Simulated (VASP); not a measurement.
A run of VASP 6.6.1:

File INCAR:

```
PREC = Accurate
ENCUT = 520
EDIFF = 1E-7
ISMEAR = -1
SIGMA = 0.1
LREAL = F
LASPH = T
NELM = 60
ALGO = Normal
ISIF = 2
LWAVE = F
LCHARG = F
GGA = PS
NBANDS = 14
```

Contents of KPOINTS:

```
Automatic mesh
0
Gamma
  11 11 11
```

Contents of POSCAR:

```
HfN
1.0
    0.0000000000      2.2511942922      2.2511942922
    2.2511942922      0.0000000000      2.2511942922
    2.2511942922      2.2511942922      0.0000000000
Hf N
1 1
Direct
    0.0000000000      0.0000000000      0.0000000000
    0.5000000000      0.5000000000      0.5000000000
```

Potentials or basis: VASP PAW PBE potentials, release 64 (Hf_pv, N).

Launch:

```bash
$ cat potpaw_PBE.64/Hf_pv/POTCAR potpaw_PBE.64/N/POTCAR > POTCAR
$ mpirun -np 1 vasp_std > vasp.out
```

Hardware: 1 thread of Intel(R) Xeon(R) 6975P-C (Granite Rapids), with other jobs on the host.

Estimate the wall time of this run.

Run time: 6.4 s on 1 thread of Intel(R) Xeon(R) 6975P-C (Granite Rapids), with other jobs on the host, peak memory 0.14 GiB. Counts: scf iterations 14, k points 56.
